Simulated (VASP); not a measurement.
Runs of VASP 6.6.1 on KI. The structure is that of space group Pm-3m (No. 221), or close to it. The cells are those of the table. 

```csv
cell,gap on the mesh (eV),pressure (GPa)
"a = 4.430 Å, 2 atoms",3.11,-0.6
"a = 4.218 Å, 2 atoms",3.46,(a)
"a = 4.143 Å, 2 atoms",3.62,2.6
"a = 4.361 Å, 2 atoms",(c),(b)
"a = 4.291 Å, 2 atoms",3.33,0.6
```

Alike in all rows: task single point; level PBE; potentials or basis VASP PAW PBE potentials, release 64 (K_sv, I); no spin polarisation; k mesh 4 × 4 × 4; cutoff (eV) 520; smearing gaussian 0.01 eV.

Fill in the values left out.

(a) 1.4; (b) -0.1; (c) 3.21.

Caveats: spin-orbit coupling is left out, which moves the levels of the heavy elements.

A k mesh can miss the band edges, and the runs leave out spin-orbit coupling on I.
